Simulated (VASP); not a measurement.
**TiAl3: single point with PBEsol**

Crystal: TiAl3.

```
Ti Al
1.0
    -1.90777    1.90777    4.27700
     1.90777   -1.90777    4.27700
     1.90777    1.90777   -4.27700
Ti Al
1 3
Direct
  0.00000 0.00000 0.00000
  0.50438 0.50438 0.00000
  0.75000 0.25000 0.50000
  0.25000 0.75000 0.50000
```

This cell differs from its parent crystal: atom 2 (Al) moved +0.037 Å along Cartesian [0 0 1].

```
Program             : VASP 6.6.1
Task                : single point
Functional          : PBEsol
Potentials or basis : VASP PAW PBE potentials, release 64 (Ti_sv, Al)
Cutoff              : 520 eV
k mesh              : 18 × 18 × 18
Occupations         : gaussian, width 0.15 eV
Spin                : no spin polarisation
```

| Item | Value |
| --- | --- |
| Pressure | 0.1 GPa |
| Largest force | 0.158 eV/Å |
| Band gap on the k mesh | zero (an odd number of electrons rules out a gap without spin polarisation) |

Forces on the atoms (eV/Å):
```
Ti   0.000  0.000 -0.009
Al   0.000  0.000 -0.158
Al   0.000  0.000  0.083
Al   0.000  0.000  0.083
```

Stress tensor (GPa, compression positive):
```
0.17 0.00 0.00
0.00 0.17 0.00
0.00 0.00 0.05
```

Levels at points of the mesh, in eV from the Fermi level:
```tsv
k point	band 8	band 9	band 10	band 11	band 12	band 13	band 14	band 15
(0.00, 0.00, 0.00)	-1.44	-1.24	-1.24	0.85	1.77	1.77	2.22	2.51
(0.50, 0.00, 0.00)	-2.95	-1.06	-0.27	0.51	1.82	2.10	2.74	3.19
(0.50, 0.50, 0.00)	-3.78	-2.70	-2.22	-1.00	1.78	1.96	2.70	2.87
(0.50, 0.50, 0.50)	-0.91	-0.91	-0.25	0.71	0.71	0.97	3.07	4.82
```

Wall time 22 min on 1 thread of Intel(R) Xeon(R) 6975P-C (Granite Rapids), with other jobs on the host, peak memory 0.65 GiB.

Caveat: the cell differs from its parent crystal (atom 2 (Al) moved +0.037 Å along Cartesian [0 0 1]); the PAW data sets were made with another functional, which shifts forces and pressure a little.
